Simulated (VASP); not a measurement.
# GaP (F-43m) in VASP: further runs

GaP is run at these levels: r2SCAN; tasks: single point.

All numbers are computed with VASP 6.6.1; they aren't measurements. Logs are shortened: lines on timing, memory, paths and dates and some standing lists are left out, and cuts for length are marked.

**What was measured.**

“Stacking defects in GaP nanowires: Electronic structure and optical properties”, 2018, arxiv:1810.01194 quotes, for a bulk crystal of GaP at 10 K: band gap 2.34 eV (indirect).

The runs below are set against these values where they give the same quantity.

## Step 1: The cell of the first run

The structure is cubic, space group F-43m (No. 216). Conventional cell: a = 5.451 Å, b = 5.451 Å, c = 5.451 Å, α = 90.00°, β = 90.00°, γ = 90.00°. Within 3.1 Å of Ga (site symmetry -43m) lie 4 P at 2.36 Å. Within 3.1 Å of P (site symmetry -43m) lie 4 Ga at 2.36 Å.

## Step 2: Single point, r2SCAN

POSCAR reads:

```
GaP
1.0
    0.0000000000      2.7252500000      2.7252500000
    2.7252500000      0.0000000000      2.7252500000
    2.7252500000      2.7252500000      0.0000000000
Ga P
1 1
Direct
    0.0000000000      0.0000000000      0.0000000000
    0.7500000000      0.7500000000      0.7500000000
```

INCAR.step1 reads:

```
SYSTEM = GaP
ALGO = Normal
EDIFF = 1E-4
ENCUT = 520
GGA = PE
ISMEAR = 0
LASPH = .TRUE.
LCHARG = .FALSE.
LREAL = .FALSE.
LWAVE = .TRUE.
NBANDS = 16
NELM = 80
PREC = Accurate
SIGMA = 0.01
```

INCAR.step2 reads:

```
SYSTEM = GaP
ALGO = Normal
EDIFF = 1E-7
ENCUT = 520
ISIF = 2
ISMEAR = 0
ISTART = 1
LASPH = .TRUE.
LCHARG = .TRUE.
LELF = .TRUE.
LMIXTAU = .TRUE.
LREAL = .FALSE.
LVHAR = .TRUE.
LWAVE = .FALSE.
METAGGA = R2SCAN
NBANDS = 16
NELM = 80
PREC = Accurate
SIGMA = 0.01
```

KPOINTS reads:

```
k-points
0
G
  8 8 8
  0 0 0
```

Potentials or basis: VASP PAW PBE potentials, release 64 (Ga_d, P).

The run is started by

```console
$ cat potpaw_PBE.64/Ga_d/POTCAR potpaw_PBE.64/P/POTCAR > POTCAR
$ cp INCAR.step1 INCAR
$ mpirun -np 1 vasp_std > vasp.out
$ cp INCAR.step2 INCAR
$ mpirun -np 1 vasp_std > vasp.out
```

OUTCAR:

```text
SYSTEM = GaP
   EDIFF = 1E-7
   ENCUT = 520
   ISIF = 2
   ISMEAR = 0
   ISTART = 1
   LASPH = .TRUE.
   LREAL = .FALSE.
   METAGGA = R2SCAN
   NELM = 80
   PREC = Accurate

 ion  position               nearest neighbor table
   1  0.000  0.000  0.000-   2 2.36   2 2.36   2 2.36   2 2.36
   2  0.750  0.750  0.750-   1 2.36   1 2.36   1 2.36   1 2.36

  LATTYP: Found a face centered cubic cell.
 ALAT       =     5.4505000000

  Lattice vectors:

 A1 = (   0.0000000000,   2.7252500000,   2.7252500000)
 A2 = (   2.7252500000,   0.0000000000,   2.7252500000)
 A3 = (   2.7252500000,   2.7252500000,   0.0000000000)

Analysis of symmetry for initial positions (statically):
=====================================================================
 Subroutine PRICEL returns:
 Original cell was already a primitive cell.

 Routine SETGRP: Setting up the symmetry group for a
 face centered cubic supercell.

 Subroutine GETGRP returns: Found 24 space group operations
 (whereof 24 operations were pure point group operations)
 out of a pool of 48 trial point group operations.

The static configuration has the point symmetry T_d .

Analysis of symmetry for dynamics (positions and initial velocities):
=====================================================================
 Subroutine PRICEL returns:
 Original cell was already a primitive cell.

 Routine SETGRP: Setting up the symmetry group for a
 face centered cubic supercell.

 Subroutine GETGRP returns: Found 24 space group operations
 (whereof 24 operations were pure point group operations)
 out of a pool of 48 trial point group operations.

The dynamic configuration has the point symmetry T_d .

 Subroutine INISYM returns: Found 24 space group operations
 (whereof 24 operations are pure point group operations),
 and found     1 'primitive' translations

----------------------------------------------------------------------------------------

                                     Primitive cell

  volume of cell :      40.4808

  direct lattice vectors                    reciprocal lattice vectors
     0.000000000  2.725250000  2.725250000    -0.183469406  0.183469406  0.183469406
     2.725250000  0.000000000  2.725250000     0.183469406 -0.183469406  0.183469406
     2.725250000  2.725250000  0.000000000     0.183469406  0.183469406 -0.183469406

  length of vectors
     3.854085511  3.854085511  3.854085511     0.317778334  0.317778334  0.317778334

  position of ions in fractional coordinates (direct lattice)
     0.000000000  0.000000000  0.000000000
     0.750000000  0.750000000  0.750000000

  ion indices of the primitive-cell ions
   primitive index   ion index
                 1           1
                 2           2

----------------------------------------------------------------------------------------

 KPOINTS: k-points

Automatic generation of k-mesh.
 Grid dimensions read from file:
 generate k-points for:    8    8    8

 Generating k-lattice:

  Cartesian coordinates                     Fractional coordinates (reciprocal lattice)
    -0.022933676  0.022933676  0.022933676     0.125000000  0.000000000  0.000000000
     0.022933676 -0.022933676  0.022933676     0.000000000  0.125000000  0.000000000
     0.022933676  0.022933676 -0.022933676     0.000000000  0.000000000  0.125000000

  Length of vectors
     0.039722292  0.039722292  0.039722292

  Shift w.r.t. Gamma in fractional coordinates (k-lattice)
     0.000000000  0.000000000  0.000000000

 Subroutine IBZKPT returns following result:
 ===========================================

 Found     29 irreducible k-points:

 Following reciprocal coordinates:
            Coordinates               Weight
  0.000000  0.000000  0.000000      1.000000
  0.125000  0.000000  0.000000      8.000000
  0.250000  0.000000  0.000000      8.000000
  0.375000  0.000000  0.000000      8.000000
  0.500000  0.000000  0.000000      4.000000
  0.125000  0.125000  0.000000      6.000000
[... 16 lines left out ...]
  0.500000  0.250000  0.125000     48.000000
 -0.375000  0.250000  0.125000     24.000000
 [... further k-points ...]
   k-points           NKPTS =     29   k-points in BZ     NKDIM =     29   number of bands    NBANDS=     16
   number of dos      NEDOS =    301   number of ions     NIONS =      2
   total plane-waves  NPLWV =  27000
   dimension x,y,z NGX =    30 NGY =   30 NGZ =   30
   dimension x,y,z NGXF=    60 NGYF=   60 NGZF=   60
   ions per type =               1   1
   NGX,Y,Z   is equivalent  to a cutoff of  12.94, 12.94, 12.94 a.u.
   NGXF,Y,Z  is equivalent  to a cutoff of  25.88, 25.88, 25.88 a.u.
 SYSTEM =  GaP
   PREC   = accura    normal or accurate (medium, high low for compatibility)
   ISTART =      1    job   : 0-new  1-cont  2-samecut
   ICHARG =      0    charge: 1-file 2-atom 10-const
   ISPIN  =      1    spin polarized calculation?
   LNONCOLLINEAR =      F non collinear calculations
   LSORBIT =      F    spin-orbit coupling
   LASPH  =      T    aspherical Exc in radial PAW
   ENCUT  =  520.0 eV  38.22 Ry    6.18 a.u.   7.17  7.17  7.17*2*pi/ulx,y,z
   NELM   =     80;   NELMIN=  2; NELMDL=  0     # of ELM steps
   EDIFF  = 0.1E-06   stopping-criterion for ELM
   LREAL  =      F    real-space projection
   EDIFFG = 0.1E-05   stopping-criterion for IOM
   NSW    =      0    number of steps for IOM
   IBRION =     -1    ionic relax: 0-MD 1-quasi-New 2-CG
   NFREE  =      0    steps in history (QN), initial steepest desc. (CG)
   ISIF   =      2    stress and relaxation
   ISYM   =      2    0-nonsym 1-usesym 2-fastsym
   POTIM  = 0.5000    time-step for ionic-motion
   TEBEG  =    0.0;   TEEND  =   0.0 temperature during run
   PSTRESS=    0.0 pullay stress
   NELECT =      18.0000    total number of electrons
   NUPDOWN=      -1.0000    fix difference up-down
   EMIN   =  10.00;   EMAX   =-10.00  energy-range for DOS
   EFERMI =   0.00;   METHOD = LEGACY
   ISMEAR =     0;   SIGMA  =   0.01  broadening in eV -4-tet -1-fermi 0-gaus
   EFERMI_NEDOS =   21; number of points for ismear=-14 and -15
   IALGO  =     38    algorithm
   IMIX   =      4    mixing-type and parameters
     AMIX     =   0.40;   BMIX     =  1.00
     AMIX_MAG =   1.60;   BMIX_MAG =  1.00
  volume/ion in A,a.u.               =      20.24       136.59
  Fermi-wavevector in a.u.,A,eV,Ry     =   1.249538  2.361284 21.243377  1.561344
  Thomas-Fermi vector in A             =   2.383574
   LORBIT       =      0    0 simple, 1 ext, 2 COOP (PROOUT), +10 PAW based schemes
   METAGGA = R2SCAN    functional components
   LHFCALC =     F    Hartree Fock is set to
   AEXX    =    0.0000 exact exchange contribution
   IVDW    =     0    specifies the selected vdW correction
   LEPSILON=     F    determine dielectric tensor
   LRPA    =     F    only Hartree local field effects (RPA)
 non-spin polarized calculation
 Gauss-broadening in eV      SIGMA  =   0.01
  energy-cutoff  :      520.00
  volume of cell :       40.48
 maximum number of plane-waves:      1106
 NGX is ok and might be reduce to    30
   NGX = 15   NGY = 15   NGZ = 15

 number of electron      17.9999989 magnetization

 Free energy of the ion-electron system (eV)
  ---------------------------------------------------
  ext. energy  EPLUGINS =         0.00000000
  ---------------------------------------------------
  free energy    TOTEN  =       -21.46308924 eV

  energy without entropy =      -21.46308924  energy(sigma->0) =      -21.46308924

 E-fermi :   4.5630     XC(G=0): -10.5489

 val. band max:        4.4620723057   @ k =   0.0000   0.0000   0.0000
 cond. band min:       6.3643000122   @ k =   0.3750   0.3750   0.0000
 fundamental gap:      1.9022277065
 Fermi energy:         4.5629819137

 k-point     1 :       0.0000    0.0000    0.0000
  band No.  band energies     occupation
      1     -10.5271      2.00000
      2     -10.5271      2.00000
      3     -10.5271      2.00000
      4     -10.4134      2.00000
      5     -10.4134      2.00000
      6      -8.5595      2.00000
[... 8 lines left out ...]
     15      14.7353      0.00000
     16      14.7353      0.00000

 k-point     2 :       0.1250    0.0000    0.0000
  band No.  band energies     occupation
      1     -10.5434      2.00000
      2     -10.5221      2.00000
      3     -10.5221      2.00000
      4     -10.4134      2.00000
      5     -10.4134      2.00000
      6      -8.3459      2.00000
[... 8 lines left out ...]
     15      14.1086      0.00000
     16      14.8362      0.00000

 k-point     3 :       0.2500    0.0000    0.0000
  band No.  band energies     occupation
      1     -10.5781      2.00000
      2     -10.5112      2.00000
      3     -10.5112      2.00000
      4     -10.4121      2.00000
      5     -10.4121      2.00000
      6      -7.7435      2.00000
[... 8 lines left out ...]
     15      13.9344      0.00000
     16      15.0226      0.00000

 k-point     4 :       0.3750    0.0000    0.0000
  band No.  band energies     occupation
      1     -10.6084      2.00000
      2     -10.5025      2.00000
      3     -10.5025      2.00000
      4     -10.4084      2.00000
      5     -10.4083      2.00000
      6      -6.9076      2.00000
[... 8 lines left out ...]
     15      15.2054      0.00000
     16      15.2054      0.00000
[... 324 lines left out ...]
 k-point    22 :       0.3750    0.2500    0.1250
  band No.  band energies     occupation
      1     -10.6038      2.00000
      2     -10.4982      2.00000
      3     -10.4940      2.00000
      4     -10.4247      2.00000
      5     -10.4038      2.00000
      6      -7.2329      2.00000
[... 8 lines left out ...]
     15      16.2191      0.00000
     16      17.6390      0.00000

 k-point    23 :       0.5000    0.2500    0.1250
  band No.  band energies     occupation
      1     -10.6213      2.00000
      2     -10.4934      2.00000
      3     -10.4841      2.00000
      4     -10.4226      2.00000
      5     -10.4039      2.00000
      6      -6.4470      2.00000
[... 8 lines left out ...]
     15      16.6937      0.00000
     16      18.0061      0.00000

 k-point    24 :      -0.3750    0.2500    0.1250
  band No.  band energies     occupation
      1     -10.6277      2.00000
      2     -10.4924      2.00000
      3     -10.4805      2.00000
      4     -10.4189      2.00000
      5     -10.4057      2.00000
      6      -5.9751      2.00000
[... 8 lines left out ...]
     15      17.1309      0.00000
     16      17.7130      0.00000

 [... further k-points ...]

------------------------ aborting loop because EDIFF is reached ----------------------------------------

  FORCE on cell =-STRESS in cart. coord.  units (eV):
  Direction    XX          YY          ZZ          XY          YZ          ZX
  --------------------------------------------------------------------------------------
  -------------------------------------------------------------------------------------
  Total       -0.0049376     -0.0049376     -0.0049376      0.0000000      0.0000000      0.0000000
  in kB       -0.1954233     -0.1954233     -0.1954233      0.0000000      0.0000000      0.0000000
  external PRESSURE =      -0.1954233 kB  Pullay stress =       0.0000000 kB

 VOLUME and BASIS-vectors are now :
 -----------------------------------------------------------------------------
  energy-cutoff  :      520.00
  volume of cell :       40.48
      direct lattice vectors                 reciprocal lattice vectors
     0.000000000  2.725250000  2.725250000    -0.183469406  0.183469406  0.183469406
     2.725250000  0.000000000  2.725250000     0.183469406 -0.183469406  0.183469406
     2.725250000  2.725250000  0.000000000     0.183469406  0.183469406 -0.183469406

 POSITION                                       TOTAL-FORCE (eV/Angst)
 -----------------------------------------------------------------------------------
      0.00000      0.00000      0.00000         0.000000     -0.000000     -0.000000
      4.08788      4.08788      4.08788        -0.000000      0.000000      0.000000
 -----------------------------------------------------------------------------------
    total drift:                               -0.000010     -0.000010     -0.000010

  FREE ENERGIE OF THE ION-ELECTRON SYSTEM (eV)
  ---------------------------------------------------
  free  energy   TOTEN  =       -21.4630892369 eV

  energy  without entropy=      -21.4630892369  energy(sigma->0) =      -21.46308924
```

Wall time 2.3 min (1 thread of Intel Xeon 8259CL, shared host); peak memory 0.18 GiB.

Results:

| Item | Value |
| --- | --- |
| Free energy | -21.4631 eV |
| Pressure | 0.0 GPa |
| Band gap on the k mesh | 1.90 eV (least direct gap 2.34 eV) |

Levels at points of the mesh, in eV from the valence-band top:
```csv
k point,band 6,band 7,band 8,band 9,band 10,band 11,band 12,band 13
"(0.00, 0.00, 0.00)",-13.02,0.00,0.00,0.00,2.34,4.19,4.19,4.19
"(0.50, 0.00, 0.00)",-10.86,-6.84,-1.17,-1.17,2.04,5.06,5.06,8.83
"(0.50, 0.50, 0.00)",-9.93,-6.96,-2.80,-2.80,1.91,2.10,11.35,11.35
```

Caveat: the PAW data sets were made with another functional, which shifts forces and pressure a little.

## Step 3: Single point, r2SCAN

POSCAR is that of step 2.

INCAR.step1 reads:

```
ALGO = Normal
EDIFF = 1E-4
ENCUT = 520
GGA = PE
ISMEAR = 0
ISYM = 0
LASPH = T
LCHARG = F
LREAL = F
LWAVE = T
NBANDS = 16
NELM = 80
PREC = Accurate
SIGMA = 0.01
```

INCAR.step2 reads:

```
ALGO = Normal
EDIFF = 1E-6
ENCUT = 520
ISIF = 2
ISMEAR = 0
ISTART = 1
ISYM = 0
LASPH = T
LCHARG = F
LMIXTAU = T
LREAL = F
LWAVE = F
METAGGA = R2SCAN
NBANDS = 16
NELM = 80
PREC = Accurate
SIGMA = 0.01
```

KPOINTS reads:

```
Automatic mesh
0
Gamma
  8 8 8
  0.5 0.5 0.5
```

Potentials or basis: VASP PAW PBE potentials, release 64 (Ga_d, P).

The run is started by

```console
$ cat potpaw_PBE.64/Ga_d/POTCAR potpaw_PBE.64/P/POTCAR > POTCAR
$ cp INCAR.step1 INCAR
$ mpirun -np 1 vasp_std > vasp.out
$ cp INCAR.step2 INCAR
$ mpirun -np 1 vasp_std > vasp.out
```

Run time: 47 min. Hardware: 1 thread of Intel Xeon 8259CL, shared host; peak memory 0.7 GiB.

It converged, with:

```yaml
Free_energy: -21.4650 eV
Pressure: 0.0 GPa
Band_gap_on_the_k_mesh: 2.06 eV (least direct gap 2.73 eV)
```

Levels at points of the mesh, in eV from the valence-band top:
| k point | band 7 | band 8 | band 9 | band 10 | band 11 | band 12 |
| --- | --- | --- | --- | --- | --- | --- |
| (0.06, 0.06, 0.06) | -0.48 | 0.00 | 0.00 | 2.73 | 4.36 | 4.36 |

Caveat: the PAW data sets were made with another functional, which shifts forces and pressure a little; a shifted mesh leaves out Γ, where band edges can lie.

## Step 4: How close it comes

Step 2. Measured gap of GaP: 2.34 eV (indirect; 10 K; quoted in “Stacking defects in GaP nanowires: Electronic structure and optical properties”, 2018, arxiv:1810.01194). This calculation gives 1.90 eV (-0.44 eV). Spin-orbit coupling on Ga is left out. The value is that of r2SCAN on a finite k mesh, which can miss the band edges, without temperature or zero-point motion.

Step 3. Measured gap of GaP: 2.34 eV (indirect; 10 K; quoted in “Stacking defects in GaP nanowires: Electronic structure and optical properties”, 2018, arxiv:1810.01194). This calculation gives 2.06 eV (-0.28 eV). Spin-orbit coupling on Ga is left out. The value is that of r2SCAN on a finite k mesh, which can miss the band edges, without temperature or zero-point motion.
